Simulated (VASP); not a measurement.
The system is Ga.

```
CELL_PARAMETERS angstrom
2.27648 -3.85587 0.00000
2.27648 3.85587 0.00000
0.00000 0.00000 4.55396
ATOMIC_POSITIONS crystal
Ga 0.34510 0.65490 0.41900
Ga 0.15490 0.84510 0.91900
Ga 0.65490 0.34510 0.58100
Ga 0.84510 0.15490 0.08100
```

Base run:

- Program: VASP 6.6.1
- Functional: PBE
- Potentials or basis: VASP PAW PBE potentials, release 64 (Ga_d)
- Cutoff: 520 eV
- k mesh: 7 × 7 × 6
- Occupations: fermi-dirac, width 0.05 eV
- Spin: no spin polarisation

Its results: band gap on the k mesh zero (band 26 reaches 5.25 eV, above the bottom of band 27 at 3.99 eV); pressure 0.9 GPa; largest force 0.101 eV/Å.

Problem. The run is repeated on the same cell with these changes: functional from PBE to PBEsol. What comes out?

Solution. Band gap on the k mesh zero (band 26 reaches 5.10 eV, above the bottom of band 27 at 3.82 eV); pressure -2.5 GPa; largest force 0.118 eV/Å.

PBEsol binds more tightly than PBE, so the same cell stands under less pressure.

Caveats: the PAW data sets were made with another functional, which shifts forces and pressure a little (some runs).
